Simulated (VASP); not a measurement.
## PtSe2: single point with r2SCAN

The system is PtSe2.

```
Pt Se
1.0
     1.82050    1.05106    5.48450
    -1.82050    1.05106    5.48450
     0.00000   -2.10213    5.48450
Pt Se
1 2
Direct
  0.99924 0.99924 0.99924
  0.42198 0.42198 0.42198
  0.24545 0.24545 0.24545
```

* Program: VASP 6.6.1
* Task: single point
* Functional: r2SCAN
* Potentials or basis: VASP PAW PBE potentials, release 64 (Pt, Se)
* Cutoff: 550 eV
* k mesh: 6 × 6 × 6
* Occupations: fermi-dirac, width 0.02 eV
* Spin: no spin polarisation

* Pressure: 1.5 GPa
* Largest force: 0.087 eV/Å
* Band gap on the k mesh: zero (band 11 reaches 6.54 eV, above the bottom of band 12 at 5.76 eV)

Forces on the atoms (eV/Å):
```
Pt   0.000  0.000 -0.017
Se   0.000  0.000  0.087
Se   0.000  0.000 -0.070
```

Stress tensor (GPa, compression positive):
```
1.42 0.00 0.00
0.00 1.42 0.00
0.00 0.00 1.69
```

Levels at points of the mesh, in eV from the Fermi level:
| k point | band 7 | band 8 | band 9 | band 10 | band 11 | band 12 | band 13 | band 14 | band 15 | band 16 |
| --- | --- | --- | --- | --- | --- | --- | --- | --- | --- | --- |
| (0.00, 0.00, 0.00) | -4.70 | -3.07 | 0.01 | 0.01 | 0.55 | 0.78 | 0.78 | 2.78 | 6.36 | 8.26 |
| (0.50, 0.00, 0.00) | -3.84 | -3.33 | -2.64 | -2.33 | -1.65 | 0.60 | 1.07 | 3.55 | 5.50 | 6.54 |
| (0.50, 0.50, 0.00) | -4.10 | -3.50 | -2.99 | -2.30 | -2.15 | 0.39 | 1.76 | 4.31 | 6.77 | 7.52 |
| (0.50, 0.50, 0.50) | -4.63 | -2.98 | -2.30 | 0.25 | 0.25 | 0.57 | 0.57 | 3.54 | 6.67 | 7.77 |

Wall time 4.5 min on 1 thread of Intel Xeon 6975P-C, with other jobs on the host, peak memory 0.37 GiB.

Caveat: the PAW data sets were made with another functional, which shifts forces and pressure a little; spin-orbit coupling is left out, which moves the levels of the heavy elements.
